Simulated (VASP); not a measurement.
Set up this calculation in VASP 6.6.1, as the native input.

```yaml
Task: single point
Functional: PBE
Potentials_or_basis: VASP PAW PBE potentials, release 64 (Tl_d, Sb, Mo_sv)
Cutoff: 520 eV
k_mesh: 4 × 4 × 2
Occupations: gaussian, width 0.1 eV
Spin: collinear spin, ferromagnetic start
Starting_moments: "[0.0, 0.0, 0.0, 0.0, 0.0, 1.0] μB"
Dipole_correction: no
Further_INCAR_settings: ALGO = Normal; EDIFF = 1e-06; NBANDS = 44
```

The structure of Tl3Sb2Mo lies in POSCAR:

```
Tl3Sb2Mo
1.0
    3.8792788367      0.0000000000      0.0000000000
    0.0000000000      3.8792788367      0.0000000000
    0.0000000000      0.0000000000     10.4907575474
Tl Sb Mo
3 2 1
Direct
    0.0000000000      0.0000000000      0.6393494710
    0.0000000000      0.0000000000      0.3606505290
    0.0000000000      0.0000000000      0.0000000000
    0.5000000000      0.5000000000      0.7774426728
    0.5000000000      0.5000000000      0.2225573272
    0.5000000000      0.5000000000      0.5000000000
```

The input as run:

INCAR

```
SYSTEM = Tl3Sb2Mo
ALGO     = Normal         ! electronic algorithm
EDIFF    = 1E-6           ! SCF threshold, eV
ENCUT    = 520            ! plane-wave cutoff, eV
GGA      = PE             ! functional
ISIF     = 2              ! what is computed and relaxed
ISMEAR   = 0              ! smearing method
ISPIN    = 2              ! spin polarisation
LASPH    = .TRUE.         ! aspherical terms in the spheres
LCHARG   = .FALSE.        ! write CHGCAR
LMAXMIX  = 4              ! l up to which the mixer works
LORBIT   = 11             ! projections on sites
LREAL    = .FALSE.        ! projectors in reciprocal space
LWAVE    = .FALSE.        ! write WAVECAR
MAGMOM   = 0 0 0 0 0 1    ! initial moments
NBANDS   = 44             ! bands
NELM     = 150            ! most SCF steps
PREC     = Accurate       ! precision mode
SIGMA    = 0.1            ! smearing width, eV
```

KPOINTS

```
k-points
0
G
  4 4 2
  0 0 0
```

Potentials or basis: VASP PAW PBE potentials, release 64 (Tl_d, Sb, Mo_sv).

Run with:

```console
$ cat potpaw_PBE.64/Tl_d/POTCAR potpaw_PBE.64/Sb/POTCAR potpaw_PBE.64/Mo_sv/POTCAR > POTCAR
$ mpirun -np 1 vasp_std > vasp.out
```

It gave:

```json
{"Pressure": "0.0 GPa", "Largest force": "0.108 eV/Å", "Net moment": "0.72 μB per cell", "Site moments": "Tl -0.01, -0.00; Sb +0.01; Mo +0.61 μB", "Valence electrons inside the program's atomic spheres": "Tl 11.32, 11.16; Sb 2.38; Mo 12.17"}
```

Caveat: the k points lie up to 0.40 Å⁻¹ apart.

It took 3.8 min on 1 thread of Oxide Virtual Turin-like Processor (shared host), peak memory 0.35 GiB.
